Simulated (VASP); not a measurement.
# TiAl (P-6m2) in VASP: single point with LDA

Aim: the single point of TiAl with LDA.

Everything below comes from runs of VASP 6.6.1. Logs are shortened: lines on timing, memory, paths and dates and some standing lists are left out, and cuts for length are marked.

## Step 1: The cell of the first run

Symmetry: P-6m2, No. 187, hexagonal system. Conventional cell: a = 2.812 Å, b = 2.812 Å, c = 4.591 Å, α = 90.00°, β = 90.00°, γ = 120.00°. Ti (site symmetry -6m2) has 6 Al at 2.81 Å and 6 Ti at 2.81 Å within 3.7 Å. Within 3.7 Å of Al (site symmetry -6m2) lie 6 Ti at 2.81 Å and 6 Al at 2.81 Å.

## Step 2: Single point, LDA

Input file INCAR:

```
SYSTEM = TiAl
PREC = Accurate
ENCUT = 520
EDIFF = 1E-6
ISMEAR = 0
SIGMA = 0.15
LREAL = .FALSE.
LASPH = .TRUE.
NELM = 60
ALGO = Normal
ISIF = 2
LWAVE = .FALSE.
LCHARG = .FALSE.
NBANDS = 14
```

Input file KPOINTS:

```
regular mesh
0
G
  18 18 10
  0 0 0
```

Input file POSCAR:

```
TiAl
1.0
    2.8119099887      0.0000000000      0.0000000000
   -1.4059549943      2.4351854834      0.0000000000
    0.0000000000      0.0000000000      4.5908878731
Ti Al
1 1
Direct
    0.0000000000      0.0000000000      0.0000000000
    0.3333333333      0.6666666667      0.5000000000
```

Potentials or basis: VASP PAW LDA potentials, release 64 (Ti_sv, Al).

Launch:

```bash
$ cat potpaw_LDA.64/Ti_sv/POTCAR potpaw_LDA.64/Al/POTCAR > POTCAR
$ mpirun -np 1 vasp_std > vasp.out
```

OUTCAR:

```text
SYSTEM = TiAl
   PREC = Accurate
   ENCUT = 520
   EDIFF = 1E-6
   ISMEAR = 0
   LREAL = .FALSE.
   LASPH = .TRUE.
   NELM = 60
   ISIF = 2

 ion  position               nearest neighbor table
   1  0.000  0.000  0.000-   2 2.81   2 2.81   2 2.81   2 2.81   2 2.81   2 2.81
   2  0.333  0.667  0.500-   1 2.81   1 2.81   1 2.81   1 2.81   1 2.81   1 2.81

  LATTYP: Found a hexagonal cell.
 ALAT       =     2.8119099887
 C/A-ratio  =     1.6326581902

  Lattice vectors:

 A1 = (   2.8119099887,   0.0000000000,   0.0000000000)
 A2 = (  -1.4059549943,   2.4351854834,   0.0000000000)
 A3 = (   0.0000000000,   0.0000000000,   4.5908878731)

Analysis of symmetry for initial positions (statically):
=====================================================================
 Subroutine PRICEL returns:
 Original cell was already a primitive cell.

 Routine SETGRP: Setting up the symmetry group for a
 hexagonal supercell.

 Subroutine GETGRP returns: Found 12 space group operations
 (whereof 12 operations were pure point group operations)
 out of a pool of 24 trial point group operations.

The static configuration has the point symmetry D_3h.

Analysis of symmetry for dynamics (positions and initial velocities):
=====================================================================
 Subroutine PRICEL returns:
 Original cell was already a primitive cell.

 Routine SETGRP: Setting up the symmetry group for a
 hexagonal supercell.

 Subroutine GETGRP returns: Found 12 space group operations
 (whereof 12 operations were pure point group operations)
 out of a pool of 24 trial point group operations.

The dynamic configuration has the point symmetry D_3h.

 Subroutine INISYM returns: Found 12 space group operations
 (whereof 12 operations are pure point group operations),
 and found     1 'primitive' translations

----------------------------------------------------------------------------------------

                                     Primitive cell

  volume of cell :      31.4362

  direct lattice vectors                    reciprocal lattice vectors
     2.811909989  0.000000000  0.000000000     0.355630160  0.205323169  0.000000000
    -1.405954994  2.435185483  0.000000000     0.000000000  0.410646338  0.000000000
     0.000000000  0.000000000  4.590887873     0.000000000  0.000000000  0.217822789

  length of vectors
     2.811909989  2.811909989  4.590887873     0.410646338  0.410646338  0.217822789

  position of ions in fractional coordinates (direct lattice)
     0.000000000  0.000000000  0.000000000
     0.333333333  0.666666667  0.500000000

  ion indices of the primitive-cell ions
   primitive index   ion index
                 1           1
                 2           2

----------------------------------------------------------------------------------------

 KPOINTS: regular mesh

Automatic generation of k-mesh.
 Grid dimensions read from file:
 generate k-points for:   18   18   10

 Generating k-lattice:

  Cartesian coordinates                     Fractional coordinates (reciprocal lattice)
     0.019757231  0.011406843  0.000000000     0.055555556  0.000000000  0.000000000
     0.000000000  0.022813685  0.000000000     0.000000000  0.055555556  0.000000000
     0.000000000  0.000000000  0.021782279     0.000000000  0.000000000  0.100000000

  Length of vectors
     0.022813685  0.022813685  0.021782279

  Shift w.r.t. Gamma in fractional coordinates (k-lattice)
     0.000000000  0.000000000  0.000000000

 Subroutine IBZKPT returns following result:
 ===========================================

 Found    222 irreducible k-points:

 Following reciprocal coordinates:
            Coordinates               Weight
  0.000000  0.000000  0.000000      1.000000
  0.055556 -0.000000  0.000000      6.000000
  0.111111 -0.000000  0.000000      6.000000
  0.166667 -0.000000  0.000000      6.000000
  0.222222 -0.000000  0.000000      6.000000
  0.277778  0.000000  0.000000      6.000000
[... 16 lines left out ...]
  0.333333  0.111111  0.000000     12.000000
  0.388889  0.111111  0.000000     12.000000
 [... further k-points ...]
   k-points           NKPTS =    222   k-points in BZ     NKDIM =    222   number of bands    NBANDS=     14
   number of dos      NEDOS =    301   number of ions     NIONS =      2
   total plane-waves  NPLWV =  20736
   dimension x,y,z NGX =    24 NGY =   24 NGZ =   36
   dimension x,y,z NGXF=    48 NGYF=   48 NGZF=   72
   ions per type =               1   1
   NGX,Y,Z   is equivalent  to a cutoff of  14.19, 14.19, 13.04 a.u.
   NGXF,Y,Z  is equivalent  to a cutoff of  28.38, 28.38, 26.07 a.u.
 SYSTEM =  TiAl
   PREC   = accura    normal or accurate (medium, high low for compatibility)
   ISTART =      0    job   : 0-new  1-cont  2-samecut
   ICHARG =      2    charge: 1-file 2-atom 10-const
   ISPIN  =      1    spin polarized calculation?
   LNONCOLLINEAR =      F non collinear calculations
   LSORBIT =      F    spin-orbit coupling
   LASPH  =      T    aspherical Exc in radial PAW
   ENCUT  =  520.0 eV  38.22 Ry    6.18 a.u.   5.23  5.23  8.54*2*pi/ulx,y,z
   NELM   =     60;   NELMIN=  2; NELMDL= -5     # of ELM steps
   EDIFF  = 0.1E-05   stopping-criterion for ELM
   LREAL  =      F    real-space projection
   EDIFFG = 0.1E-04   stopping-criterion for IOM
   NSW    =      0    number of steps for IOM
   IBRION =     -1    ionic relax: 0-MD 1-quasi-New 2-CG
   NFREE  =      0    steps in history (QN), initial steepest desc. (CG)
   ISIF   =      2    stress and relaxation
   ISYM   =      2    0-nonsym 1-usesym 2-fastsym
   POTIM  = 0.5000    time-step for ionic-motion
   TEBEG  =    0.0;   TEEND  =   0.0 temperature during run
   PSTRESS=    0.0 pullay stress
   NELECT =      15.0000    total number of electrons
   NUPDOWN=      -1.0000    fix difference up-down
   EMIN   =  10.00;   EMAX   =-10.00  energy-range for DOS
   EFERMI =   0.00;   METHOD = LEGACY
   ISMEAR =     0;   SIGMA  =   0.15  broadening in eV -4-tet -1-fermi 0-gaus
   EFERMI_NEDOS =   21; number of points for ismear=-14 and -15
   IALGO  =     38    algorithm
   IMIX   =      4    mixing-type and parameters
     AMIX     =   0.40;   BMIX     =  1.00
     AMIX_MAG =   1.60;   BMIX_MAG =  1.00
  volume/ion in A,a.u.               =      15.72       106.07
  Fermi-wavevector in a.u.,A,eV,Ry     =   1.279269  2.417468 22.266330  1.636529
  Thomas-Fermi vector in A             =   2.411764
   LORBIT       =      0    0 simple, 1 ext, 2 COOP (PROOUT), +10 PAW based schemes
   GGA     = CA    functional components
   LHFCALC =     F    Hartree Fock is set to
   AEXX    =    0.0000 exact exchange contribution
   IVDW    =     0    specifies the selected vdW correction
   LEPSILON=     F    determine dielectric tensor
   LRPA    =     F    only Hartree local field effects (RPA)
 non-spin polarized calculation
 Gauss-broadening in eV      SIGMA  =   0.15
  energy-cutoff  :      520.00
  volume of cell :       31.44
 maximum number of plane-waves:       860
 NGX is ok and might be reduce to    24
   NGX = 11   NGY = 11   NGZ = 17

 number of electron      15.0000004 magnetization

 Free energy of the ion-electron system (eV)
  ---------------------------------------------------
  ext. energy  EPLUGINS =         0.00000000
  ---------------------------------------------------
  free energy    TOTEN  =       -13.26361598 eV

  energy without entropy =      -13.23662660  energy(sigma->0) =      -13.25012129

 E-fermi :   8.2510     XC(G=0): -11.4032

 val. band max:        8.2488590930   @ k =   0.2222   0.0556   0.5000
 cond. band min:       8.2512399394   @ k =   0.3333  -0.0000   0.0000
 fundamental gap:      0.0023808464
 Fermi energy:         8.2510131630

 k-point     1 :       0.0000    0.0000    0.0000
  band No.  band energies     occupation
      1     -47.4611      2.00000
      2     -24.1786      2.00000
      3     -23.6800      2.00000
      4     -23.6800      2.00000
      5      -0.9245      2.00000
      6       5.8942      2.00000
      7       6.4483      2.00000
      8       9.5589      0.00000
      9       9.5589      0.00000
     10      11.1542      0.00000
     11      11.1542      0.00000
     12      12.3974      0.00000
     13      21.5160      0.00000
     14      21.5160      0.00000

 k-point     2 :       0.0556   -0.0000    0.0000
  band No.  band energies     occupation
      1     -47.4574      2.00000
      2     -24.1750      2.00000
      3     -23.7024      2.00000
      4     -23.6850      2.00000
      5      -0.8446      2.00000
      6       5.9836      2.00000
      7       6.4530      2.00000
      8       9.4783      0.00000
      9       9.6270      0.00000
     10      11.1306      0.00000
     11      11.1726      0.00000
     12      12.4174      0.00000
     13      20.2168      0.00000
     14      20.7710      0.00000

 k-point     3 :       0.1111   -0.0000    0.0000
  band No.  band energies     occupation
      1     -47.4465      2.00000
      2     -24.1646      2.00000
      3     -23.7664      2.00000
      4     -23.6994      2.00000
      5      -0.6063      2.00000
      6       6.2397      2.00000
      7       6.4660      2.00000
      8       9.2587      0.00000
      9       9.8273      0.00000
     10      11.0631      0.00000
     11      11.2305      0.00000
     12      12.4729      0.00000
     13      18.3307      0.00000
     14      19.8381      0.00000
[... 324 lines left out ...]
 k-point    23 :       0.3333    0.1111    0.0000
  band No.  band energies     occupation
      1     -47.3450      2.00000
      2     -24.2970      2.00000
      3     -24.0679      2.00000
      4     -23.8734      2.00000
      5       2.9508      2.00000
      6       6.6678      2.00000
      7       6.9999      2.00000
      8       7.7776      1.99999
      9       9.9993      0.00000
     10      11.2601      0.00000
     11      12.5647      0.00000
     12      12.7744      0.00000
     13      13.8983      0.00000
     14      14.9657      0.00000

 k-point    24 :       0.3889    0.1111    0.0000
  band No.  band energies     occupation
      1     -47.3345      2.00000
      2     -24.3489      2.00000
      3     -24.0580      2.00000
      4     -23.8915      2.00000
      5       3.9355      2.00000
      6       6.2818      2.00000
      7       6.7037      2.00000
      8       7.4025      2.00000
      9       9.8694      0.00000
     10      11.5182      0.00000
     11      12.5594      0.00000
     12      13.1049      0.00000
     13      14.0558      0.00000
     14      15.1472      0.00000

 [... further k-points ...]

------------------------ aborting loop because EDIFF is reached ----------------------------------------

  FORCE on cell =-STRESS in cart. coord.  units (eV):
  Direction    XX          YY          ZZ          XY          YZ          ZX
  --------------------------------------------------------------------------------------
  -------------------------------------------------------------------------------------
  Total        0.0299892      0.0299892      0.0171778      0.0000000      0.0000000      0.0000000
  in kB        1.5284316      1.5284316      0.8754838      0.0000000      0.0000000      0.0000000
  external PRESSURE =       1.3107823 kB  Pullay stress =       0.0000000 kB

 VOLUME and BASIS-vectors are now :
 -----------------------------------------------------------------------------
  energy-cutoff  :      520.00
  volume of cell :       31.44
      direct lattice vectors                 reciprocal lattice vectors
     2.811909989  0.000000000  0.000000000     0.355630160  0.205323169  0.000000000
    -1.405954994  2.435185483  0.000000000     0.000000000  0.410646338  0.000000000
     0.000000000  0.000000000  4.590887873     0.000000000  0.000000000  0.217822789

 POSITION                                       TOTAL-FORCE (eV/Angst)
 -----------------------------------------------------------------------------------
      0.00000      0.00000      0.00000        -0.000000      0.000000      0.000000
     -0.00000      1.62346      2.29544         0.000000     -0.000000      0.000000
 -----------------------------------------------------------------------------------
    total drift:                                0.000000     -0.000000      0.000000

  FREE ENERGIE OF THE ION-ELECTRON SYSTEM (eV)
  ---------------------------------------------------
  free  energy   TOTEN  =       -13.2636159758 eV

  energy  without entropy=      -13.2366266001  energy(sigma->0) =      -13.25012129
```

Wall time 29 s (1 thread of Intel Xeon 6975P-C (Granite Rapids), shared host); peak memory 0.21 GiB.

What came out:

```
Free energy            : -13.2636 eV
Pressure               : 0.1 GPa
Band gap on the k mesh : zero (an odd number of electrons rules out a gap without spin polarisation)
```

Levels at points of the mesh, in eV from the Fermi level:
| k point | band 4 | band 5 | band 6 | band 7 | band 8 | band 9 | band 10 | band 11 |
| --- | --- | --- | --- | --- | --- | --- | --- | --- |
| (0.00, 0.00, 0.00) | -31.93 | -9.18 | -2.36 | -1.80 | 1.31 | 1.31 | 2.90 | 2.90 |
| (0.50, 0.00, 0.00) | -32.09 | -3.83 | -2.81 | -1.69 | -1.10 | 2.17 | 4.22 | 4.32 |
| (0.00, 0.00, 0.50) | -31.93 | -8.23 | -5.35 | -0.51 | 1.32 | 1.32 | 2.82 | 2.82 |
| (0.50, 0.00, 0.50) | -32.09 | -3.81 | -2.44 | -1.94 | 0.70 | 0.97 | 1.97 | 3.08 |
